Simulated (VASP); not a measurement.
# Pt (Fm-3m) in VASP: notebook

Pt is run at these levels: PBEsol; tasks: single point.

Everything below comes from runs of VASP 6.6.1. Logs are shortened: lines on timing, memory, paths and dates and some standing lists are left out, and cuts for length are marked.

**1. The cell of the first run**

It takes space group Fm-3m (No. 225, cubic). Conventional cell: a = 3.770 Å, b = 3.770 Å, c = 3.770 Å, α = 90.00°, β = 90.00°, γ = 90.00°. Pt (site symmetry m-3m) has 12 Pt at 2.67 Å within 3.5 Å.

**2. Single point, PBEsol**

Input file INCAR:

```
  PREC = Accurate
  ENCUT = 520
  EDIFF = 1E-6
  ISMEAR = 0
  SIGMA = 0.1
  LREAL = F
  LASPH = T
  NELM = 60
  ALGO = Normal
  ISIF = 2
  LWAVE = F
  LCHARG = F
  GGA = PS
  NBANDS = 11
```

Input file KPOINTS:

```
regular mesh
0
Gamma
  11 11 11
```

Input file POSCAR:

```
Pt
1.0
    0.0000000000      1.8848146124      1.8848146124
    1.8848146124      0.0000000000      1.8848146124
    1.8848146124      1.8848146124      0.0000000000
Pt
1
Direct
    0.0000000000      0.0000000000      0.0000000000
```

Potentials or basis: VASP PAW PBE potentials, release 64 (Pt).

Launch:

```console
$ cat potpaw_PBE.64/Pt/POTCAR > POTCAR
$ mpirun -np 1 vasp_std > vasp.out
```

OUTCAR:

```text
PREC = Accurate
   ENCUT = 520
   EDIFF = 1E-6
   ISMEAR = 0
   LREAL = F
   LASPH = T
   NELM = 60
   ISIF = 2
   GGA = PS

 ion  position               nearest neighbor table
   1  0.000  0.000  0.000-

  LATTYP: Found a face centered cubic cell.
 ALAT       =     3.7696292248

  Lattice vectors:

 A1 = (   0.0000000000,   1.8848146124,   1.8848146124)
 A2 = (   1.8848146124,   0.0000000000,   1.8848146124)
 A3 = (   1.8848146124,   1.8848146124,   0.0000000000)

Analysis of symmetry for initial positions (statically):
=====================================================================
 Subroutine PRICEL returns:
 Original cell was already a primitive cell.

 Routine SETGRP: Setting up the symmetry group for a
 face centered cubic supercell.

 Subroutine GETGRP returns: Found 48 space group operations
 (whereof 48 operations were pure point group operations)
 out of a pool of 48 trial point group operations.

The static configuration has the point symmetry O_h .

Analysis of symmetry for dynamics (positions and initial velocities):
=====================================================================
 Subroutine PRICEL returns:
 Original cell was already a primitive cell.

 Routine SETGRP: Setting up the symmetry group for a
 face centered cubic supercell.

 Subroutine GETGRP returns: Found 48 space group operations
 (whereof 48 operations were pure point group operations)
 out of a pool of 48 trial point group operations.

The dynamic configuration has the point symmetry O_h .

 Subroutine INISYM returns: Found 48 space group operations
 (whereof 48 operations are pure point group operations),
 and found     1 'primitive' translations

----------------------------------------------------------------------------------------

                                     Primitive cell

  volume of cell :      13.3917

  direct lattice vectors                    reciprocal lattice vectors
     0.000000000  1.884814612  1.884814612    -0.265278079  0.265278079  0.265278079
     1.884814612  0.000000000  1.884814612     0.265278079 -0.265278079  0.265278079
     1.884814612  1.884814612  0.000000000     0.265278079  0.265278079 -0.265278079

  length of vectors
     2.665530387  2.665530387  2.665530387     0.459475111  0.459475111  0.459475111

  position of ions in fractional coordinates (direct lattice)
     0.000000000  0.000000000  0.000000000

  ion indices of the primitive-cell ions
   primitive index   ion index
                 1           1

----------------------------------------------------------------------------------------

 KPOINTS: regular mesh

Automatic generation of k-mesh.
 Grid dimensions read from file:
 generate k-points for:   11   11   11

 Generating k-lattice:

  Cartesian coordinates                     Fractional coordinates (reciprocal lattice)
    -0.024116189  0.024116189  0.024116189     0.090909091  0.000000000  0.000000000
     0.024116189 -0.024116189  0.024116189     0.000000000  0.090909091  0.000000000
     0.024116189  0.024116189 -0.024116189     0.000000000  0.000000000  0.090909091

  Length of vectors
     0.041770465  0.041770465  0.041770465

  Shift w.r.t. Gamma in fractional coordinates (k-lattice)
     0.000000000  0.000000000  0.000000000

 Subroutine IBZKPT returns following result:
 ===========================================

 Found     56 irreducible k-points:

 Following reciprocal coordinates:
            Coordinates               Weight
  0.000000  0.000000  0.000000      1.000000
  0.090909  0.000000  0.000000      8.000000
  0.181818  0.000000  0.000000      8.000000
  0.272727  0.000000  0.000000      8.000000
  0.363636  0.000000  0.000000      8.000000
  0.454545  0.000000  0.000000      8.000000
[... 16 lines left out ...]
 -0.272727  0.181818  0.000000     24.000000
 -0.181818  0.181818  0.000000     12.000000
 [... further k-points ...]
   k-points           NKPTS =     56   k-points in BZ     NKDIM =     56   number of bands    NBANDS=     11
   number of dos      NEDOS =    301   number of ions     NIONS =      1
   total plane-waves  NPLWV =   8000
   dimension x,y,z NGX =    20 NGY =   20 NGZ =   20
   dimension x,y,z NGXF=    40 NGYF=   40 NGZF=   40
   ions per type =               1
   NGX,Y,Z   is equivalent  to a cutoff of  12.47, 12.47, 12.47 a.u.
   NGXF,Y,Z  is equivalent  to a cutoff of  24.95, 24.95, 24.95 a.u.
 SYSTEM =  unknown system
   PREC   = accura    normal or accurate (medium, high low for compatibility)
   ISTART =      0    job   : 0-new  1-cont  2-samecut
   ICHARG =      2    charge: 1-file 2-atom 10-const
   ISPIN  =      1    spin polarized calculation?
   LNONCOLLINEAR =      F non collinear calculations
   LSORBIT =      F    spin-orbit coupling
   LASPH  =      T    aspherical Exc in radial PAW
   ENCUT  =  520.0 eV  38.22 Ry    6.18 a.u.   4.96  4.96  4.96*2*pi/ulx,y,z
   NELM   =     60;   NELMIN=  2; NELMDL= -5     # of ELM steps
   EDIFF  = 0.1E-05   stopping-criterion for ELM
   LREAL  =      F    real-space projection
   EDIFFG = 0.1E-04   stopping-criterion for IOM
   NSW    =      0    number of steps for IOM
   IBRION =     -1    ionic relax: 0-MD 1-quasi-New 2-CG
   NFREE  =      0    steps in history (QN), initial steepest desc. (CG)
   ISIF   =      2    stress and relaxation
   ISYM   =      2    0-nonsym 1-usesym 2-fastsym
   POTIM  = 0.5000    time-step for ionic-motion
   TEBEG  =    0.0;   TEEND  =   0.0 temperature during run
   PSTRESS=    0.0 pullay stress
   NELECT =      10.0000    total number of electrons
   NUPDOWN=      -1.0000    fix difference up-down
   EMIN   =  10.00;   EMAX   =-10.00  energy-range for DOS
   EFERMI =   0.00;   METHOD = LEGACY
   ISMEAR =     0;   SIGMA  =   0.10  broadening in eV -4-tet -1-fermi 0-gaus
   EFERMI_NEDOS =   21; number of points for ismear=-14 and -15
   IALGO  =     38    algorithm
   IMIX   =      4    mixing-type and parameters
     AMIX     =   0.40;   BMIX     =  1.00
     AMIX_MAG =   1.60;   BMIX_MAG =  1.00
  volume/ion in A,a.u.               =      13.39        90.37
  Fermi-wavevector in a.u.,A,eV,Ry     =   1.485238  2.806694 30.013545  2.205933
  Thomas-Fermi vector in A             =   2.598675
   LORBIT       =      0    0 simple, 1 ext, 2 COOP (PROOUT), +10 PAW based schemes
   GGA     = PS    functional components
   LHFCALC =     F    Hartree Fock is set to
   AEXX    =    0.0000 exact exchange contribution
   IVDW    =     0    specifies the selected vdW correction
   LEPSILON=     F    determine dielectric tensor
   LRPA    =     F    only Hartree local field effects (RPA)
 non-spin polarized calculation
 Gauss-broadening in eV      SIGMA  =   0.10
  energy-cutoff  :      520.00
  volume of cell :       13.39
 maximum number of plane-waves:       371
   NGX =  9   NGY =  9   NGZ =  9

 number of electron      10.0000001 magnetization

 Free energy of the ion-electron system (eV)
  ---------------------------------------------------
  ext. energy  EPLUGINS =         0.00000000
  ---------------------------------------------------
  free energy    TOTEN  =        -6.77555888 eV

  energy without entropy =       -6.76652569  energy(sigma->0) =       -6.77104229

 E-fermi :  13.4973     XC(G=0): -14.3405

 val. band max:       13.4847918002   @ k =  -0.3636   0.3636   0.0909
 cond. band min:      13.5018532716   @ k =  -0.4545   0.1818   0.0000
 fundamental gap:      0.0170614714
 Fermi energy:        13.4972640876

 k-point     1 :       0.0000    0.0000    0.0000
  band No.  band energies     occupation
      1       1.8316      2.00000
      2       8.9273      2.00000
      3       8.9273      2.00000
      4       8.9273      2.00000
      5      11.5735      2.00000
      6      11.5735      2.00000
      7      27.7363      0.00000
      8      33.3883      0.00000
      9      33.3883      0.00000
     10      33.3883      0.00000
     11      39.1387      0.00000

 k-point     2 :       0.0909    0.0000    0.0000
  band No.  band energies     occupation
      1       2.2029      2.00000
      2       8.7496      2.00000
      3       9.0780      2.00000
      4       9.0780      2.00000
      5      11.4847      2.00000
      6      11.4847      2.00000
      7      28.3537      0.00000
      8      31.8306      0.00000
      9      34.0033      0.00000
     10      34.0033      0.00000
     11      40.9478      0.00000

 k-point     3 :       0.1818    0.0000    0.0000
  band No.  band energies     occupation
      1       3.1980      2.00000
      2       8.4373      2.00000
      3       9.3529      2.00000
      4       9.3529      2.00000
      5      11.4442      2.00000
      6      11.4442      2.00000
      7      29.1911      0.00000
      8      29.8446      0.00000
      9      35.7174      0.00000
     10      35.7174      0.00000
     11      39.5830      0.00000

 k-point     4 :       0.2727    0.0000    0.0000
  band No.  band energies     occupation
      1       4.3169      2.00000
      2       8.6529      2.00000
      3       9.3278      2.00000
      4       9.3278      2.00000
      5      11.9385      2.00000
      6      11.9385      2.00000
      7      26.6230      0.00000
      8      29.9956      0.00000
      9      37.7193      0.00000
     10      37.7193      0.00000
     11      38.1516      0.00000

 k-point     5 :       0.3636    0.0000    0.0000
  band No.  band energies     occupation
      1       4.7998      2.00000
      2       9.0627      2.00000
      3       9.0628      2.00000
      4      10.1357      2.00000
      5      12.8302      2.00000
      6      12.8302      2.00000
      7      23.6044      0.00000
      8      28.4314      0.00000
      9      35.2849      0.00000
     10      35.2849      0.00000
     11      40.6709      0.00000
[... 211 lines left out ...]
 k-point    21 :      -0.4545    0.1818    0.0000
  band No.  band energies     occupation
      1       5.8443      2.00000
      2       7.9782      2.00000
      3       9.7365      2.00000
      4       9.8456      2.00000
      5      13.5019      0.94825
      6      17.2954      0.00000
      7      19.9062      0.00000
      8      28.8259      0.00000
      9      31.6046      0.00000
     10      32.1452      0.00000
     11      42.5415      0.00000

 k-point    22 :      -0.3636    0.1818    0.0000
  band No.  band energies     occupation
      1       5.9819      2.00000
      2       8.1389      2.00000
      3       9.4444      2.00000
      4       9.8110      2.00000
      5      12.5993      2.00000
      6      16.3295      0.00000
      7      21.9174      0.00000
      8      28.7743      0.00000
      9      30.7857      0.00000
     10      34.3220      0.00000
     11      39.7604      0.00000

 k-point    23 :      -0.2727    0.1818    0.0000
  band No.  band energies     occupation
      1       5.9609      2.00000
      2       8.1641      2.00000
      3       8.6650      2.00000
      4       9.9996      2.00000
      5      11.4175      2.00000
      6      14.8898      0.00000
      7      25.1750      0.00000
      8      29.4754      0.00000
      9      31.3166      0.00000
     10      36.3945      0.00000
     11      37.4682      0.00000

 k-point    24 :      -0.1818    0.1818    0.0000
  band No.  band energies     occupation
      1       5.0838      2.00000
      2       7.8121      2.00000
      3       9.1335      2.00000
      4      10.3351      2.00000
      5      10.4071      2.00000
      6      13.4387      1.59271
      7      27.6708      0.00000
      8      30.7874      0.00000
      9      33.1462      0.00000
     10      34.0202      0.00000
     11      39.5704      0.00000

 [... further k-points ...]

------------------------ aborting loop because EDIFF is reached ----------------------------------------

  FORCE on cell =-STRESS in cart. coord.  units (eV):
  Direction    XX          YY          ZZ          XY          YZ          ZX
  --------------------------------------------------------------------------------------
  -------------------------------------------------------------------------------------
  Total        3.7406451      3.7406451      3.7406451      0.0000000      0.0000000      0.0000000
  in kB      447.5289875    447.5289875    447.5289875      0.0000000      0.0000000      0.0000000
  external PRESSURE =     447.5289875 kB  Pullay stress =       0.0000000 kB

 VOLUME and BASIS-vectors are now :
 -----------------------------------------------------------------------------
  energy-cutoff  :      520.00
  volume of cell :       13.39
      direct lattice vectors                 reciprocal lattice vectors
     0.000000000  1.884814612  1.884814612    -0.265278079  0.265278079  0.265278079
     1.884814612  0.000000000  1.884814612     0.265278079 -0.265278079  0.265278079
     1.884814612  1.884814612  0.000000000     0.265278079  0.265278079 -0.265278079

 POSITION                                       TOTAL-FORCE (eV/Angst)
 -----------------------------------------------------------------------------------
      0.00000      0.00000      0.00000         0.000000      0.000000      0.000000
 -----------------------------------------------------------------------------------
    total drift:                               -0.000000     -0.000000     -0.000000

  FREE ENERGIE OF THE ION-ELECTRON SYSTEM (eV)
  ---------------------------------------------------
  free  energy   TOTEN  =        -6.7755588829 eV

  energy  without entropy=       -6.7665256925  energy(sigma->0) =       -6.77104229
```

Run time: 6 s. Hardware: 1 thread of AMD EPYC 9R14 (Zen 4), shared host; peak memory 0.1 GiB.

What came out:

- Free energy: -6.7756 eV
- Pressure: 44.8 GPa
- Band gap on the k mesh: zero (band 5 reaches 14.06 eV, above the bottom of band 6 at 11.44 eV)

Levels at points of the mesh, in eV from the Fermi level:
| k point | band 3 | band 4 | band 5 | band 6 | band 7 | band 8 |
| --- | --- | --- | --- | --- | --- | --- |
| (0.00, 0.00, 0.00) | -4.57 | -4.57 | -1.92 | -1.92 | 14.24 | 19.89 |

Caveat: the PAW data sets were made with another functional, which shifts forces and pressure a little; spin-orbit coupling is left out, which moves the levels of the heavy elements.

**3. Single point, PBEsol**

This run uses another cell than the first one, of 14.35 Å³/atom, 1.071 times its volume.

Input file INCAR:

```
SYSTEM = Pt
PREC = Accurate
ENCUT = 520
EDIFF = 1E-6
ISMEAR = 0
SIGMA = 0.1
LREAL = .FALSE.
LASPH = .TRUE.
NELM = 80
ALGO = Normal
ISIF = 2
LWAVE = .FALSE.
LCHARG = .FALSE.
GGA = PS
NBANDS = 11
```

Input file KPOINTS:

```
Automatic mesh
0
G
  11 11 11
  0 0 0
```

Input file POSCAR:

```
Pt
1.0
    0.0000000000      1.9285679039      1.9285679039
    1.9285679039      0.0000000000      1.9285679039
    1.9285679039      1.9285679039      0.0000000000
Pt
1
Direct
    0.0000000000      0.0000000000      0.0000000000
```

Potentials or basis: VASP PAW PBE potentials, release 64 (Pt).

Launch:

```console
$ cat potpaw_PBE.64/Pt/POTCAR > POTCAR
$ mpirun -np 1 vasp_std > vasp.out
```

Wall time 6.1 s (1 thread of AMD EPYC 9R14 (Zen 4), shared host); peak memory 0.1 GiB.

The run converged. Its results:

* Free energy: -6.9473 eV
* Pressure: 14.6 GPa
* Band gap on the k mesh: zero (band 5 reaches 12.52 eV, above the bottom of band 6 at 10.21 eV)

Levels at points of the mesh, in eV from the Fermi level:
```csv
k point,band 1,band 2,band 3,band 4,band 5,band 6,band 7,band 8,band 9,band 10
"(0.00, 0.00, 0.00)",-10.82,-4.09,-4.09,-4.09,-1.72,-1.72,14.52,19.76,19.76,19.76
```

Caveat: the PAW data sets were made with another functional, which shifts forces and pressure a little; spin-orbit coupling is left out, which moves the levels of the heavy elements.

**4. Single point, PBEsol**

This run uses another cell than the first one, of 13.82 Å³/atom, 1.032 times its volume.

Input file INCAR:

```
SYSTEM = Pt
PREC     = Accurate       ! precision mode
ENCUT    = 520            ! plane-wave cutoff, eV
EDIFF    = 1E-6           ! SCF threshold, eV
ISMEAR   = 0              ! smearing method
SIGMA    = 0.1            ! smearing width, eV
LREAL    = .FALSE.        ! projectors in reciprocal space
LASPH    = .TRUE.         ! aspherical terms in the spheres
NELM     = 60             ! most SCF steps
ALGO     = Normal         ! electronic algorithm
ISIF     = 2              ! what is computed and relaxed
LWAVE    = .FALSE.        ! write WAVECAR
LCHARG   = .FALSE.        ! write CHGCAR
GGA      = PS             ! functional
NBANDS   = 11             ! bands
```

Input file KPOINTS:

```
regular mesh
0
G
  11 11 11
  0 0 0
```

Input file POSCAR:

```
Pt
1.0
    0.0000000000      1.9047834181      1.9047834181
    1.9047834181      0.0000000000      1.9047834181
    1.9047834181      1.9047834181      0.0000000000
Pt
1
Direct
    0.0000000000      0.0000000000      0.0000000000
```

Launch:

```console
$ cat potpaw_PBE.64/Pt/POTCAR > POTCAR
$ mpirun -np 1 vasp_std > vasp.out
```

It took 6.1 s on 1 thread of AMD EPYC 9R14 (Zen 4), shared host; peak memory 0.1 GiB.

Results (log left out):

```
Free energy            : -6.8752 eV
Pressure               : 29.7 GPa
Band gap on the k mesh : zero (band 5 reaches 13.34 eV, above the bottom of band 6 at 10.87 eV)
```

Levels at points of the mesh, in eV from the Fermi level:
```tsv
k point	band 3	band 4	band 5	band 6	band 7	band 8
(0.00, 0.00, 0.00)	-4.34	-4.34	-1.83	-1.83	14.37	19.84
```

Caveat: the PAW data sets were made with another functional, which shifts forces and pressure a little; spin-orbit coupling is left out, which moves the levels of the heavy elements.

**5. Overview**

| cell | gap on the mesh (eV) | pressure (GPa) |
| --- | --- | --- |
| a = 2.666 Å, angles 60.0°, 1 atom | none | 44.8 |
| a = 2.727 Å, angles 60.0°, 1 atom | none | 14.6 |
| a = 2.694 Å, angles 60.0°, 1 atom | none | 29.7 |

Alike in all rows: task single point; level PBEsol; potentials or basis VASP PAW PBE potentials, release 64 (Pt); no spin polarisation; k mesh 11 × 11 × 11; cutoff (eV) 520; smearing gaussian 0.1 eV.

Caveats: the PAW data sets were made with another functional, which shifts forces and pressure a little; spin-orbit coupling is left out, which moves the levels of the heavy elements.

Absolute energies hang on the potentials; compare differences alone.
